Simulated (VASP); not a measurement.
Set up this calculation in VASP 6.6.1, as the native input.

```
Task                   : single point
Functional             : r2SCAN
Potentials or basis    : VASP PAW PBE potentials, release 64 (Zn, S)
Cutoff                 : 520 eV
k mesh                 : 8 × 8 × 8
Occupations            : gaussian, width 0.05 eV
Spin                   : no spin polarisation
Dipole correction      : no
Further INCAR settings : ALGO = Normal; EDIFF = 1e-07; NBANDS = 16
```

Crystal: ZnS.

```
Zn S
1.0
     0.00000    2.61368    2.61368
     2.61368    0.00000    2.61368
     2.61368    2.61368    0.00000
Zn S
1 1
Direct
  0.00000 0.00000 0.00000
  0.75000 0.75000 0.75000
```

This cell differs from its parent crystal: strain -0.030 along x and y, -0.030 along z.

One way to write it, as run:

POSCAR

```
ZnS
1.0
    0.0000000000      2.6136777993      2.6136777993
    2.6136777993      0.0000000000      2.6136777993
    2.6136777993      2.6136777993      0.0000000000
Zn S
1 1
Direct
    0.0000000000      0.0000000000      0.0000000000
    0.7500000000      0.7500000000      0.7500000000
```

INCAR.step1

```
SYSTEM = ZnS
PREC = Accurate
ENCUT = 520
ISMEAR = 0
SIGMA = 0.05
LREAL = .False.
LASPH = .True.
NELM = 60
NBANDS = 16
GGA = PE
ALGO = Normal
EDIFF = 1E-4
LWAVE = .True.
LCHARG = .False.
```

INCAR.step2

```
SYSTEM = ZnS
PREC = Accurate
ENCUT = 520
EDIFF = 1E-7
ISMEAR = 0
SIGMA = 0.05
LREAL = .False.
LASPH = .True.
NELM = 60
ALGO = Normal
ISIF = 2
LWAVE = .False.
LCHARG = .True.
METAGGA = R2SCAN
LMIXTAU = .True.
LELF = .True.
LVHAR = .True.
NBANDS = 16
ISTART = 1
```

KPOINTS

```
Automatic mesh
0
Gamma
  8 8 8
  0 0 0
```

Potentials or basis: VASP PAW PBE potentials, release 64 (Zn, S).

Command:

```bash
$ cat potpaw_PBE.64/Zn/POTCAR potpaw_PBE.64/S/POTCAR > POTCAR
$ cp INCAR.step1 INCAR
$ mpirun -np 1 vasp_std > vasp.out
$ cp INCAR.step2 INCAR
$ mpirun -np 1 vasp_std > vasp.out
```

Results of the run:

```
Pressure               : 8.8 GPa
Band gap on the k mesh : 3.15 eV, direct
```

Caveat: the cell differs from its parent crystal (strain -0.030 along x and y, -0.030 along z); the PAW data sets were made with another functional, which shifts forces and pressure a little.

It took 95 s on 1 thread of AMD EPYC 7R43 64-Core Processor (Zen 3) (shared host), peak memory 0.13 GiB.
